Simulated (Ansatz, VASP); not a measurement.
# Sc2SiF2 in VASP and in Ansatz

```xyz
5
Lattice="3.7334 0.0000 0.0000 -1.8667 3.2332 0.0000 0.0000 0.0000 6.3347" Properties=species:S:1:pos:R:3 pbc="T T T"
Sc    0.0000    0.0000    4.6293
Sc    0.0000    0.0000    1.7054
Si    0.0000    2.1555    0.0000
F     1.8667    1.0777    3.1673
F     0.0000    2.1555    3.1673
```

Alike in both runs: functional PBE; k mesh 12 × 12 × 6; occupations gaussian, width 0.1 eV; no spin polarisation.

Ansatz relaxed the structure, and its values are those at the end. VASP's run is a single point on that final structure, the one shown.

```csv
,VASP,Ansatz
version,VASP 6.6.1,Ansatz 0.2.0
potentials or method,"VASP PAW PBE potentials, release 64 (Sc_sv, Si, F), cutoff 600 eV","scalar-relativistic, plane waves, PAW"
valence electrons in the cell,40,40
```

|  | VASP | Ansatz | Ansatz less VASP |
| --- | --- | --- | --- |
| gap on the k mesh at the Fermi level (eV) | none | none | - |
| pressure (GPa) | 0.0 | 0.0 | +0.04 |
| rms of the force components (eV/Å) | 0.006 | 0.003 | -0.0029 |

A gap of «none» marks a metal or a gap that the smearing closes. The functional is the same, so the differences come from potentials, cutoffs and numerics.
